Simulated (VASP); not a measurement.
# C (P-1) in VASP: further runs

C is run at these levels: PBEsol+D3(BJ); tasks: single point.

Program: VASP 6.6.1. These are calculated values, not measurements. Logs are shortened: lines on timing, memory, paths and dates and some standing lists are left out, and cuts for length are marked.

## (1) The cell of the first run

The typed cell holds 2 atoms: a = 3.667 Å, b = 3.667 Å, c = 3.667 Å, α = 40.19°, β = 40.19°, γ = 40.19°.

## (2) Single point, PBEsol+D3(BJ) (atoms displaced along a vibrational mode, the cell strained)

Input file INCAR:

```
SYSTEM = C
  PREC = Accurate
  ENCUT = 520
  EDIFF = 1E-7
  ISMEAR = 0
  SIGMA = 0.05
  LREAL = .FALSE.
  LASPH = .TRUE.
  NELM = 100
  ALGO = Normal
  ISIF = 2
  LWAVE = .FALSE.
  LCHARG = .FALSE.
  GGA = PS
  IVDW = 12
  NBANDS = 11
```

Input file KPOINTS:

```
Automatic mesh
0
G
  15 15 15
  0 0 0
```

Input file POSCAR:

```
C
1.0
    1.2598588274      0.7273798331      3.3656550279
   -1.2598588274      0.7273798331      3.3656550279
    0.0000000000     -1.4547596662      3.3656550279
C
2
Direct
    0.1421760251      0.1909910183      0.1665835217
    0.8578239749      0.8090089817      0.8334164783
```

Potentials or basis: VASP PAW PBE potentials, release 64 (C).

Started as:

```sh
cat potpaw_PBE.64/C/POTCAR > POTCAR
mpirun -np 1 vasp_std > vasp.out
```

OUTCAR:

```text
SYSTEM = C
   PREC = Accurate
   ENCUT = 520
   EDIFF = 1E-7
   ISMEAR = 0
   LREAL = .FALSE.
   LASPH = .TRUE.
   NELM = 100
   ISIF = 2
   GGA = PS
   IVDW = 12
 IVDW          = 12

 ion  position               nearest neighbor table
   1  0.142  0.191  0.167-   2 1.35   2 1.46   2 1.56
   2  0.858  0.809  0.833-   1 1.35   1 1.46   1 1.56

  LATTYP: Found a trigonal (rhomboedric) cell.
 ALAT       =     3.6666005309
 COS(alpha) =     0.7638725005

  Lattice vectors:

 A1 = (   1.2598588274,   0.7273798331,   3.3656550279)
 A2 = (  -1.2598588274,   0.7273798331,   3.3656550279)
 A3 = (   0.0000000000,  -1.4547596662,   3.3656550279)

Analysis of symmetry for initial positions (statically):
=====================================================================
 Subroutine PRICEL returns:
 Original cell was already a primitive cell.

 Routine SETGRP: Setting up the symmetry group for a
 trigonal (rhombohedral) supercell.

 Subroutine GETGRP returns: Found  2 space group operations
 (whereof  2 operations were pure point group operations)
 out of a pool of 12 trial point group operations.

The static configuration has the point symmetry S_2 .

Analysis of symmetry for dynamics (positions and initial velocities):
=====================================================================
 Subroutine PRICEL returns:
 Original cell was already a primitive cell.

 Routine SETGRP: Setting up the symmetry group for a
 trigonal (rhombohedral) supercell.

 Subroutine GETGRP returns: Found  2 space group operations
 (whereof  2 operations were pure point group operations)
 out of a pool of 12 trial point group operations.

The dynamic configuration has the point symmetry S_2 .

 Subroutine INISYM returns: Found  2 space group operations
 (whereof  2 operations are pure point group operations),
 and found     1 'primitive' translations

----------------------------------------------------------------------------------------

                                     Primitive cell

  volume of cell :      18.5056

  direct lattice vectors                    reciprocal lattice vectors
     1.259858827  0.727379833  3.365655028     0.396869863  0.229132922  0.099039661
    -1.259858827  0.727379833  3.365655028    -0.396869863  0.229132922  0.099039661
     0.000000000 -1.454759666  3.365655028     0.000000000 -0.458265844  0.099039661

  length of vectors
     3.666600531  3.666600531  3.666600531     0.468845858  0.468845858  0.468845858

  position of ions in fractional coordinates (direct lattice)
     0.142176025  0.190991018  0.166583522
     0.857823975  0.809008982  0.833416478

  ion indices of the primitive-cell ions
   primitive index   ion index
                 1           1
                 2           2

----------------------------------------------------------------------------------------

 KPOINTS: Automatic mesh

Automatic generation of k-mesh.
 Grid dimensions read from file:
 generate k-points for:   15   15   15

 Generating k-lattice:

  Cartesian coordinates                     Fractional coordinates (reciprocal lattice)
     0.026457991  0.015275528  0.006602644     0.066666667  0.000000000 -0.000000000
    -0.026457991  0.015275528  0.006602644     0.000000000  0.066666667 -0.000000000
     0.000000000 -0.030551056  0.006602644    -0.000000000 -0.000000000  0.066666667

  Length of vectors
     0.031256391  0.031256391  0.031256391

  Shift w.r.t. Gamma in fractional coordinates (k-lattice)
     0.000000000  0.000000000  0.000000000

 Subroutine IBZKPT returns following result:
 ===========================================

 Found   1688 irreducible k-points:

 Following reciprocal coordinates:
            Coordinates               Weight
  0.000000  0.000000  0.000000      1.000000
  0.066667  0.000000  0.000000      2.000000
  0.000000  0.066667  0.000000      2.000000
  0.000000  0.000000  0.066667      2.000000
  0.133333 -0.000000  0.000000      2.000000
 -0.000000  0.133333  0.000000      2.000000
[... 16 lines left out ...]
  0.066667  0.066667  0.000000      2.000000
 -0.066667 -0.000000 -0.066667      2.000000
 [... further k-points ...]
   k-points           NKPTS =   1688   k-points in BZ     NKDIM =   1688   number of bands    NBANDS=     11
   number of dos      NEDOS =    301   number of ions     NIONS =      2
   total plane-waves  NPLWV =  21952
   dimension x,y,z NGX =    28 NGY =   28 NGZ =   28
   dimension x,y,z NGXF=    56 NGYF=   56 NGZF=   56
   ions per type =               2
   NGX,Y,Z   is equivalent  to a cutoff of  12.70, 12.70, 12.70 a.u.
   NGXF,Y,Z  is equivalent  to a cutoff of  25.39, 25.39, 25.39 a.u.
 SYSTEM =  C
   PREC   = accura    normal or accurate (medium, high low for compatibility)
   ISTART =      0    job   : 0-new  1-cont  2-samecut
   ICHARG =      2    charge: 1-file 2-atom 10-const
   ISPIN  =      1    spin polarized calculation?
   LNONCOLLINEAR =      F non collinear calculations
   LSORBIT =      F    spin-orbit coupling
   LASPH  =      T    aspherical Exc in radial PAW
   ENCUT  =  520.0 eV  38.22 Ry    6.18 a.u.   6.82  6.82  6.82*2*pi/ulx,y,z
   NELM   =    100;   NELMIN=  2; NELMDL= -5     # of ELM steps
   EDIFF  = 0.1E-06   stopping-criterion for ELM
   LREAL  =      F    real-space projection
   EDIFFG = 0.1E-05   stopping-criterion for IOM
   NSW    =      0    number of steps for IOM
   IBRION =     -1    ionic relax: 0-MD 1-quasi-New 2-CG
   NFREE  =      0    steps in history (QN), initial steepest desc. (CG)
   ISIF   =      2    stress and relaxation
   ISYM   =      2    0-nonsym 1-usesym 2-fastsym
   POTIM  = 0.5000    time-step for ionic-motion
   TEBEG  =    0.0;   TEEND  =   0.0 temperature during run
   PSTRESS=    0.0 pullay stress
   NELECT =       8.0000    total number of electrons
   NUPDOWN=      -1.0000    fix difference up-down
   EMIN   =  10.00;   EMAX   =-10.00  energy-range for DOS
   EFERMI =   0.00;   METHOD = LEGACY
   ISMEAR =     0;   SIGMA  =   0.05  broadening in eV -4-tet -1-fermi 0-gaus
   EFERMI_NEDOS =   21; number of points for ismear=-14 and -15
   IALGO  =     38    algorithm
   IMIX   =      4    mixing-type and parameters
     AMIX     =   0.40;   BMIX     =  1.00
     AMIX_MAG =   1.60;   BMIX_MAG =  1.00
  volume/ion in A,a.u.               =       9.25        62.44
  Fermi-wavevector in a.u.,A,eV,Ry     =   1.237856  2.339209 20.848040  1.532288
  Thomas-Fermi vector in A             =   2.372406
   LORBIT       =      0    0 simple, 1 ext, 2 COOP (PROOUT), +10 PAW based schemes
   GGA     = PS    functional components
   LHFCALC =     F    Hartree Fock is set to
   AEXX    =    0.0000 exact exchange contribution
   IVDW    =    12    specifies the selected vdW correction
   LEPSILON=     F    determine dielectric tensor
   LRPA    =     F    only Hartree local field effects (RPA)
 non-spin polarized calculation
 Gauss-broadening in eV      SIGMA  =   0.05
  energy-cutoff  :      520.00
  volume of cell :       18.51
 maximum number of plane-waves:       517
   NGX = 13   NGY = 13   NGZ = 13

 number of electron       8.0000000 magnetization

 Free energy of the ion-electron system (eV)
  ---------------------------------------------------
  ext. energy  EPLUGINS =         0.00000000
  ---------------------------------------------------
  free energy    TOTEN  =       -18.86557980 eV

  energy without entropy =      -18.86555091  energy(sigma->0) =      -18.86556535

 E-fermi :   4.1194     XC(G=0): -10.3813

 val. band max:        4.0719304911   @ k =   0.0667  -0.2667   0.3333
 cond. band min:       4.1558452037   @ k =   0.2000  -0.1333   0.4667
 fundamental gap:      0.0839147126
 Fermi energy:         4.1194169046

 k-point     1 :       0.0000    0.0000    0.0000
  band No.  band energies     occupation
      1     -14.9456      2.00000
      2      -1.9892      2.00000
      3      -0.4575      2.00000
      4       3.0240      2.00000
      5       8.4716      0.00000
      6       9.8434      0.00000
      7      14.0879      0.00000
      8      14.8895      0.00000
      9      15.8759      0.00000
     10      25.6669      0.00000
     11      28.6298      0.00000

 k-point     2 :       0.0667    0.0000    0.0000
  band No.  band energies     occupation
      1     -14.8419      2.00000
      2      -1.8938      2.00000
      3      -0.6119      2.00000
      4       2.4600      2.00000
      5       8.6017      0.00000
      6      10.1297      0.00000
      7      14.4660      0.00000
      8      14.5975      0.00000
      9      15.9956      0.00000
     10      25.9857      0.00000
     11      27.5624      0.00000

 k-point     3 :       0.0000    0.0667    0.0000
  band No.  band energies     occupation
      1     -14.8441      2.00000
      2      -1.8834      2.00000
      3      -0.7612      2.00000
      4       2.6686      2.00000
      5       8.6165      0.00000
      6      10.3236      0.00000
      7      14.0094      0.00000
      8      14.4965      0.00000
      9      16.1381      0.00000
     10      26.0543      0.00000
     11      28.3934      0.00000

 k-point     4 :       0.0000    0.0000    0.0667
  band No.  band energies     occupation
      1     -14.8431      2.00000
      2      -1.8880      2.00000
      3      -0.7150      2.00000
      4       2.6470      2.00000
      5       8.6126      0.00000
      6      10.0112      0.00000
      7      14.4576      0.00000
      8      14.5835      0.00000
      9      15.9829      0.00000
     10      26.0039      0.00000
     11      27.7637      0.00000
[... 239 lines left out ...]
 k-point    22 :      -0.0000   -0.0000    0.4667
  band No.  band energies     occupation
      1     -10.3175      2.00000
      2      -8.3336      2.00000
      3      -1.6782      2.00000
      4       2.0973      2.00000
      5       6.3496      0.00000
      6      10.4076      0.00000
      7      15.1227      0.00000
      8      16.8575      0.00000
      9      21.9709      0.00000
     10      23.5973      0.00000
     11      23.7240      0.00000

 k-point    23 :       0.0667    0.0667    0.0000
  band No.  band energies     occupation
      1     -14.8389      2.00000
      2      -1.9246      2.00000
      3      -0.7149      2.00000
      4       2.6472      2.00000
      5       8.6846      0.00000
      6      10.0084      0.00000
      7      14.4825      0.00000
      8      14.5677      0.00000
      9      15.9707      0.00000
     10      25.9989      0.00000
     11      27.6991      0.00000

 k-point    24 :      -0.0667   -0.0000   -0.0667
  band No.  band energies     occupation
      1     -14.8400      2.00000
      2      -1.9198      2.00000
      3      -0.7582      2.00000
      4       2.6637      2.00000
      5       8.6883      0.00000
      6      10.3256      0.00000
      7      13.9884      0.00000
      8      14.4984      0.00000
      9      16.1601      0.00000
     10      26.0211      0.00000
     11      28.4074      0.00000

 [... further k-points ...]

------------------------ aborting loop because EDIFF is reached ----------------------------------------

 Edisp (eV)   -0.21632

 E8    (eV) :    -0.1051

  FORCE on cell =-STRESS in cart. coord.  units (eV):
  Direction    XX          YY          ZZ          XY          YZ          ZX
  --------------------------------------------------------------------------------------
  -------------------------------------------------------------------------------------
  Total      -2.04452    -2.37601    -0.07973    -0.92247     0.00301    -0.00519
  in kB    -177.01010  -205.70995    -6.90267   -79.86549     0.26017    -0.44948
  external pressure =     -129.87 kB  Pullay stress =        0.00 kB

 VOLUME and BASIS-vectors are now :
 -----------------------------------------------------------------------------
  energy-cutoff  :      520.00
  volume of cell :       18.51
      direct lattice vectors                 reciprocal lattice vectors
     1.259858827  0.727379833  3.365655028     0.396869863  0.229132922  0.099039661
    -1.259858827  0.727379833  3.365655028    -0.396869863  0.229132922  0.099039661
     0.000000000 -1.454759666  3.365655028     0.000000000 -0.458265844  0.099039661

 POSITION                                       TOTAL-FORCE (eV/Angst)
 -----------------------------------------------------------------------------------
     -0.06150      0.00000      1.68199         5.608814     -0.794061      0.005164
      0.06150      0.00000      8.41498        -5.608814      0.794061     -0.005164
 -----------------------------------------------------------------------------------
    total drift:                                0.000000      0.000000     -0.000000

  FREE ENERGIE OF THE ION-ELECTRON SYSTEM (eV)
  ---------------------------------------------------
  free  energy   TOTEN  =       -19.0818949184 eV

  energy  without entropy=      -19.0818660253  energy(sigma->0) =      -19.08188047
```

Wall time 4.2 min (1 thread of Intel Xeon Platinum 8488C (Sapphire Rapids), shared host); peak memory 0.39 GiB.

What came out:

```
Free energy                : -19.0819 eV
Pressure                   : -13.0 GPa
Largest force              : 5.665 eV/Å
Dispersion energy per atom : -0.108 eV
```

Forces on the atoms (eV/Å):
```
C    5.609 -0.794  0.005
C   -5.609  0.794 -0.005
```

Caveat: the cell differs from its parent crystal (atoms displaced along a vibrational mode, the cell strained); the cell stands under tension; the PAW data sets were made with another functional, which shifts forces and pressure a little.

## (3) Single point, PBEsol+D3(BJ) (atoms displaced along a vibrational mode, the cell strained)

Input file INCAR:

```
PREC     = Accurate       # precision mode
ENCUT    = 520            # plane-wave cutoff, eV
EDIFF    = 1E-7           # SCF threshold, eV
ISMEAR   = 0              # smearing method
SIGMA    = 0.05           # smearing width, eV
LREAL    = F              # projectors in reciprocal space
LASPH    = T              # aspherical terms in the spheres
NELM     = 80             # most SCF steps
ALGO     = Normal         # electronic algorithm
ISIF     = 2              # what is computed and relaxed
LWAVE    = F              # write WAVECAR
LCHARG   = F              # write CHGCAR
GGA      = PS             # functional
IVDW     = 12             # dispersion correction
NBANDS   = 11             # bands
```

Input file KPOINTS:

```
regular mesh
0
Gamma
  15 15 15
```

Input file POSCAR:

```
C
1.0
    1.2598588274      0.7273798331      3.3656550279
   -1.2598588274      0.7273798331      3.3656550279
    0.0000000000     -1.4547596662      3.3656550279
C
2
Direct
    0.1503118573      0.1828551861      0.1665835217
    0.8496881427      0.8171448139      0.8334164783
```

Potentials or basis: VASP PAW PBE potentials, release 64 (C).

Started as:

```sh
cat potpaw_PBE.64/C/POTCAR > POTCAR
mpirun -np 1 vasp_std > vasp.out
```

Run time: 4.2 min. Hardware: 1 thread of Intel Xeon Platinum 8488C (Sapphire Rapids), shared host; peak memory 0.39 GiB.

It converged, with:

| Property | Result |
| --- | --- |
| Free energy | -19.2738 eV |
| Pressure | -16.2 GPa |
| Largest force | 3.765 eV/Å |
| Dispersion energy per atom | -0.108 eV |

Forces in eV/Å, atoms in the order of the input:
```
C    3.749 -0.349  0.010
C   -3.749  0.349 -0.010
```

Stress tensor (GPa, compression positive):
```
-23.40  -5.02  -0.05
 -5.02 -24.73  -0.02
 -0.05  -0.02  -0.57
```

Caveat: the cell differs from its parent crystal (atoms displaced along a vibrational mode, the cell strained); the cell stands under tension; the PAW data sets were made with another functional, which shifts forces and pressure a little.
